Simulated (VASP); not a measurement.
# MgO (P6_3/mmc) in VASP: a series of runs

MgO is run at these levels: PBE; tasks: single point.

Everything below comes from runs of VASP 6.6.1. Logs are shortened: lines on timing, memory, paths and dates and some standing lists are left out, and cuts for length are marked.

### Step 1. The cell of the first run

Symmetry: P6_3/mmc, No. 194, hexagonal system. The conventional cell has a = 3.486 Å, b = 3.486 Å, c = 4.409 Å, α = 90.00°, β = 90.00°, γ = 120.00°. Within 2.7 Å of Mg (site symmetry -6m2) lie 5 O at 2.01 to 2.20 Å. Within 2.7 Å of O (site symmetry -6m2) lie 5 Mg at 2.01 to 2.20 Å.

### Step 2. Single point, PBE

File INCAR:

```
PREC = Accurate
ENCUT = 520
EDIFF = 1E-6
ISMEAR = 0
SIGMA = 0.05
LREAL = F
LASPH = T
NELM = 100
ALGO = Normal
ISIF = 2
LWAVE = F
LCHARG = F
GGA = PE
NBANDS = 16
```

File KPOINTS:

```
regular mesh
0
Gamma
  9 9 6
```

File POSCAR:

```
MgO
1.0
    3.4861000000      0.0000000000      0.0000000000
   -1.7430500000      3.0190511601      0.0000000000
    0.0000000000      0.0000000000      4.4090000000
Mg O
2 2
Direct
    0.6666666667      0.3333333333      0.7500000000
    0.3333333333      0.6666666667      0.2500000000
    0.6666666667      0.3333333333      0.2500000000
    0.3333333333      0.6666666667      0.7500000000
```

Potentials or basis: VASP PAW PBE potentials, release 64 (Mg, O).

Started as:

```
cat potpaw_PBE.64/Mg/POTCAR potpaw_PBE.64/O/POTCAR > POTCAR
mpirun -np 1 vasp_std > vasp.out
```

OUTCAR:

```text
PREC = Accurate
   ENCUT = 520
   EDIFF = 1E-6
   ISMEAR = 0
   LREAL = F
   LASPH = T
   NELM = 100
   ISIF = 2
   GGA = PE

 ion  position               nearest neighbor table
   1  0.667  0.333  0.750-   4 2.01   4 2.01   4 2.01   3 2.20   3 2.20   2 2.99   2 2.99   2 2.99
                             2 2.99   2 2.99   2 2.99
   2  0.333  0.667  0.250-   3 2.01   3 2.01   3 2.01   4 2.20   4 2.20   1 2.99   1 2.99   1 2.99
                             1 2.99   1 2.99   1 2.99
   3  0.667  0.333  0.250-   2 2.01   2 2.01   2 2.01   1 2.20   1 2.20
   4  0.333  0.667  0.750-   1 2.01   1 2.01   1 2.01   2 2.20   2 2.20

  LATTYP: Found a hexagonal cell.
 ALAT       =     3.4861000000
 C/A-ratio  =     1.2647370988

  Lattice vectors:

 A1 = (   3.4861000000,   0.0000000000,   0.0000000000)
 A2 = (  -1.7430500000,   3.0190511601,   0.0000000000)
 A3 = (   0.0000000000,   0.0000000000,   4.4090000000)

Analysis of symmetry for initial positions (statically):
=====================================================================
 Subroutine PRICEL returns:
 Original cell was already a primitive cell.

 Routine SETGRP: Setting up the symmetry group for a
 hexagonal supercell.

 Subroutine GETGRP returns: Found 24 space group operations
 (whereof 12 operations were pure point group operations)
 out of a pool of 24 trial point group operations.

The static configuration has the point symmetry D_3d.
 The point group associated with its full space group is D_6h.

Analysis of symmetry for dynamics (positions and initial velocities):
=====================================================================
 Subroutine PRICEL returns:
 Original cell was already a primitive cell.

 Routine SETGRP: Setting up the symmetry group for a
 hexagonal supercell.

 Subroutine GETGRP returns: Found 24 space group operations
 (whereof 12 operations were pure point group operations)
 out of a pool of 24 trial point group operations.

The dynamic configuration has the point symmetry D_3d.
 The point group associated with its full space group is D_6h.

 Subroutine INISYM returns: Found 24 space group operations
 (whereof 12 operations are pure point group operations),
 and found     1 'primitive' translations

----------------------------------------------------------------------------------------

                                     Primitive cell

  volume of cell :      46.4035

  direct lattice vectors                    reciprocal lattice vectors
     3.486100000  0.000000000  0.000000000     0.286853504  0.165614948  0.000000000
    -1.743050000  3.019051160  0.000000000     0.000000000  0.331229895  0.000000000
     0.000000000  0.000000000  4.409000000     0.000000000  0.000000000  0.226808800

  length of vectors
     3.486100000  3.486100000  4.409000000     0.331229895  0.331229895  0.226808800

  position of ions in fractional coordinates (direct lattice)
     0.666666667  0.333333333  0.750000000
     0.333333333  0.666666667  0.250000000
     0.666666667  0.333333333  0.250000000
     0.333333333  0.666666667  0.750000000

  ion indices of the primitive-cell ions
   primitive index   ion index
                 1           1
                 2           2
                 3           3
                 4           4

----------------------------------------------------------------------------------------

 KPOINTS: regular mesh

Automatic generation of k-mesh.
 Grid dimensions read from file:
 generate k-points for:    9    9    6

 Generating k-lattice:

  Cartesian coordinates                     Fractional coordinates (reciprocal lattice)
     0.031872612  0.018401661  0.000000000     0.111111111 -0.000000000  0.000000000
     0.000000000  0.036803322  0.000000000     0.000000000  0.111111111  0.000000000
     0.000000000  0.000000000  0.037801467     0.000000000  0.000000000  0.166666667

  Length of vectors
     0.036803322  0.036803322  0.037801467

  Shift w.r.t. Gamma in fractional coordinates (k-lattice)
     0.000000000  0.000000000  0.000000000

 Subroutine IBZKPT returns following result:
 ===========================================

 Found     48 irreducible k-points:

 Following reciprocal coordinates:
            Coordinates               Weight
  0.000000  0.000000  0.000000      1.000000
  0.111111  0.000000  0.000000      6.000000
  0.222222  0.000000  0.000000      6.000000
  0.333333  0.000000  0.000000      6.000000
  0.444444  0.000000  0.000000      6.000000
  0.111111  0.111111  0.000000      6.000000
[... 16 lines left out ...]
  0.333333  0.222222  0.166667     24.000000
  0.333333  0.333333  0.166667      4.000000
 [... further k-points ...]
   k-points           NKPTS =     48   k-points in BZ     NKDIM =     48   number of bands    NBANDS=     16
   number of dos      NEDOS =    301   number of ions     NIONS =      4
   total plane-waves  NPLWV =  28224
   dimension x,y,z NGX =    28 NGY =   28 NGZ =   36
   dimension x,y,z NGXF=    56 NGYF=   56 NGZF=   72
   ions per type =               2   2
   NGX,Y,Z   is equivalent  to a cutoff of  13.35, 13.35, 13.57 a.u.
   NGXF,Y,Z  is equivalent  to a cutoff of  26.71, 26.71, 27.15 a.u.
 SYSTEM =  unknown system
   PREC   = accura    normal or accurate (medium, high low for compatibility)
   ISTART =      0    job   : 0-new  1-cont  2-samecut
   ICHARG =      2    charge: 1-file 2-atom 10-const
   ISPIN  =      1    spin polarized calculation?
   LNONCOLLINEAR =      F non collinear calculations
   LSORBIT =      F    spin-orbit coupling
   LASPH  =      T    aspherical Exc in radial PAW
   ENCUT  =  520.0 eV  38.22 Ry    6.18 a.u.   6.48  6.48  8.20*2*pi/ulx,y,z
   NELM   =    100;   NELMIN=  2; NELMDL= -5     # of ELM steps
   EDIFF  = 0.1E-05   stopping-criterion for ELM
   LREAL  =      F    real-space projection
   EDIFFG = 0.1E-04   stopping-criterion for IOM
   NSW    =      0    number of steps for IOM
   IBRION =     -1    ionic relax: 0-MD 1-quasi-New 2-CG
   NFREE  =      0    steps in history (QN), initial steepest desc. (CG)
   ISIF   =      2    stress and relaxation
   ISYM   =      2    0-nonsym 1-usesym 2-fastsym
   POTIM  = 0.5000    time-step for ionic-motion
   TEBEG  =    0.0;   TEEND  =   0.0 temperature during run
   PSTRESS=    0.0 pullay stress
   NELECT =      16.0000    total number of electrons
   NUPDOWN=      -1.0000    fix difference up-down
   EMIN   =  10.00;   EMAX   =-10.00  energy-range for DOS
   EFERMI =   0.00;   METHOD = LEGACY
   ISMEAR =     0;   SIGMA  =   0.05  broadening in eV -4-tet -1-fermi 0-gaus
   EFERMI_NEDOS =   21; number of points for ismear=-14 and -15
   IALGO  =     38    algorithm
   IMIX   =      4    mixing-type and parameters
     AMIX     =   0.40;   BMIX     =  1.00
     AMIX_MAG =   1.60;   BMIX_MAG =  1.00
  volume/ion in A,a.u.               =      11.60        78.29
  Fermi-wavevector in a.u.,A,eV,Ry     =   1.147972  2.169353 17.930303  1.317840
  Thomas-Fermi vector in A             =   2.284649
   LORBIT       =      0    0 simple, 1 ext, 2 COOP (PROOUT), +10 PAW based schemes
   GGA     = PE    functional components
   LHFCALC =     F    Hartree Fock is set to
   AEXX    =    0.0000 exact exchange contribution
   IVDW    =     0    specifies the selected vdW correction
   LEPSILON=     F    determine dielectric tensor
   LRPA    =     F    only Hartree local field effects (RPA)
 non-spin polarized calculation
 Gauss-broadening in eV      SIGMA  =   0.05
  energy-cutoff  :      520.00
  volume of cell :       46.40
 maximum number of plane-waves:      1277
 NGX is ok and might be reduce to    28

 number of electron      15.9999995 magnetization

 Free energy of the ion-electron system (eV)
  ---------------------------------------------------
  ext. energy  EPLUGINS =         0.00000000
  ---------------------------------------------------
  free energy    TOTEN  =       -23.63401729 eV

  energy without entropy =      -23.63401729  energy(sigma->0) =      -23.63401729

 E-fermi :   1.9708     XC(G=0):  -9.8505

 val. band max:        1.7453682268   @ k =   0.0000   0.0000   0.0000
 cond. band min:       4.8378965875   @ k =   0.0000   0.0000   0.0000
 fundamental gap:      3.0925283608
 Fermi energy:         1.9707597927

 k-point     1 :       0.0000    0.0000    0.0000
  band No.  band energies     occupation
      1     -15.0229      2.00000
      2     -13.8454      2.00000
      3      -1.8606      2.00000
      4       0.1151      2.00000
      5       0.1151      2.00000
      6       0.8750      2.00000
[... 8 lines left out ...]
     15      16.9305      0.00000
     16      17.1807      0.00000

 k-point     2 :       0.1111    0.0000    0.0000
  band No.  band energies     occupation
      1     -14.9657      2.00000
      2     -13.8482      2.00000
      3      -1.7614      2.00000
      4      -0.0927      2.00000
      5       0.0272      2.00000
      6       0.5653      2.00000
[... 8 lines left out ...]
     15      16.5252      0.00000
     16      16.5563      0.00000

 k-point     3 :       0.2222    0.0000    0.0000
  band No.  band energies     occupation
      1     -14.8097      2.00000
      2     -13.8657      2.00000
      3      -1.4772      2.00000
      4      -0.6901      2.00000
      5      -0.1577      2.00000
      6       0.1180      2.00000
[... 8 lines left out ...]
     15      15.6008      0.00000
     16      15.7498      0.00000
[... 362 lines left out ...]
 k-point    23 :       0.3333    0.2222    0.1667
  band No.  band energies     occupation
      1     -14.2857      2.00000
      2     -14.0552      2.00000
      3      -1.6572      2.00000
      4      -1.0973      2.00000
      5      -0.7201      2.00000
      6       0.2004      2.00000
[... 8 lines left out ...]
     15      15.0707      0.00000
     16      16.9575      0.00000

 k-point    24 :       0.3333    0.3333    0.1667
  band No.  band energies     occupation
      1     -14.1555      2.00000
      2     -14.1555      2.00000
      3      -1.5975      2.00000
      4      -0.9967      2.00000
      5      -0.9967      2.00000
      6       0.4180      2.00000
[... 8 lines left out ...]
     15      15.1057      0.00000
     16      17.7862      0.00000

 [... further k-points ...]

------------------------ aborting loop because EDIFF is reached ----------------------------------------

  FORCE on cell =-STRESS in cart. coord.  units (eV):
  Direction    XX          YY          ZZ          XY          YZ          ZX
  --------------------------------------------------------------------------------------
  -------------------------------------------------------------------------------------
  Total       -0.0981367     -0.0981367     -1.9487701      0.0000000     -0.0000000      0.0000000
  in kB       -3.3883758     -3.3883758    -67.2853911      0.0000000     -0.0000000      0.0000000
  external PRESSURE =     -24.6873809 kB  Pullay stress =       0.0000000 kB

 VOLUME and BASIS-vectors are now :
 -----------------------------------------------------------------------------
  energy-cutoff  :      520.00
  volume of cell :       46.40
      direct lattice vectors                 reciprocal lattice vectors
     3.486100000  0.000000000  0.000000000     0.286853504  0.165614948  0.000000000
    -1.743050000  3.019051160  0.000000000     0.000000000  0.331229895  0.000000000
     0.000000000  0.000000000  4.409000000     0.000000000  0.000000000  0.226808800

 POSITION                                       TOTAL-FORCE (eV/Angst)
 -----------------------------------------------------------------------------------
      1.74305      1.00635      3.30675         0.000000      0.000000      0.000000
     -0.00000      2.01270      1.10225        -0.000000     -0.000000      0.000000
      1.74305      1.00635      1.10225         0.000000     -0.000000      0.000000
     -0.00000      2.01270      3.30675        -0.000000      0.000000      0.000000
 -----------------------------------------------------------------------------------
    total drift:                               -0.000000      0.000000     -0.000000

  FREE ENERGIE OF THE ION-ELECTRON SYSTEM (eV)
  ---------------------------------------------------
  free  energy   TOTEN  =       -23.6340172902 eV

  energy  without entropy=      -23.6340172902  energy(sigma->0) =      -23.63401729
```

It took 49 s on 1 thread of Intel Xeon 8259CL, shared host; peak memory 0.19 GiB.

What came out:

```yaml
Free_energy: -23.6340 eV
Pressure: -2.5 GPa
Band_gap_on_the_k_mesh: 3.09 eV, direct
```

Levels at points of the mesh, in eV from the valence-band top:
```csv
k point,band 4,band 5,band 6,band 7,band 8,band 9,band 10,band 11,band 12,band 13
"(0.00, 0.00, 0.00)",-1.63,-1.63,-0.87,-0.87,0.00,3.09,8.83,11.29,12.48,12.48
"(0.00, 0.00, 0.50)",-2.36,-1.26,-1.26,-1.26,-1.26,6.06,6.06,12.84,12.84,12.84
```

Expect the measured gap to be larger: semilocal functionals such as PBE lack the derivative discontinuity.

### Step 3. Single point, PBE

This run uses another cell than the first one, of the same volume but with other edges.

File INCAR:

```
PREC     = Accurate       # precision mode
ENCUT    = 520            # plane-wave cutoff, eV
EDIFF    = 1E-7           # SCF threshold, eV
ISMEAR   = 0              # smearing method
SIGMA    = 0.05           # smearing width, eV
LREAL    = False          # projectors in reciprocal space
LASPH    = True           # aspherical terms in the spheres
NELM     = 60             # most SCF steps
ALGO     = Normal         # electronic algorithm
ISIF     = 2              # what is computed and relaxed
LWAVE    = False          # write WAVECAR
LCHARG   = False          # write CHGCAR
GGA      = PE             # functional
NBANDS   = 16             # bands
```

File KPOINTS:

```
Automatic mesh
0
Gamma
  9 9 6
```

File POSCAR:

```
MgO
1.0
    3.6270000000      0.0000000000      0.0000000000
   -1.8135000000      3.1410741395      0.0000000000
    0.0000000000      0.0000000000      4.0698000000
Mg O
2 2
Direct
    0.6666666667      0.3333333333      0.7500000000
    0.3333333333      0.6666666667      0.2500000000
    0.6666666667      0.3333333333      0.2500000000
    0.3333333333      0.6666666667      0.7500000000
```

Potentials or basis: VASP PAW PBE potentials, release 64 (Mg, O).

Started as:

```
cat potpaw_PBE.64/Mg/POTCAR potpaw_PBE.64/O/POTCAR > POTCAR
mpirun -np 1 vasp_std > vasp.out
```

Wall time 48 s (1 thread of Intel Xeon 8259CL, shared host); peak memory 0.18 GiB.

Results (log left out):

| Item | Value |
| --- | --- |
| Free energy | -23.5980 eV |
| Pressure | -1.2 GPa |
| Band gap on the k mesh | 3.28 eV, direct |

Stress tensor (GPa, compression positive):
```
-4.92  0.00  0.00
 0.00 -4.92  0.00
 0.00  0.00  6.17
```

Levels at points of the mesh, in eV from the valence-band top:
| k point | band 4 | band 5 | band 6 | band 7 | band 8 | band 9 | band 10 | band 11 | band 12 | band 13 |
| --- | --- | --- | --- | --- | --- | --- | --- | --- | --- | --- |
| (0.00, 0.00, 0.00) | -1.63 | -1.63 | -0.56 | -0.56 | 0.00 | 3.28 | 9.45 | 11.91 | 11.91 | 12.56 |
| (0.00, 0.00, 0.50) | -2.28 | -1.11 | -1.11 | -1.11 | -1.11 | 6.36 | 6.36 | 12.26 | 12.26 | 12.26 |

A hybrid or GW would open this gap; PBE tends to underestimate it.

[end of part 1 of 2]
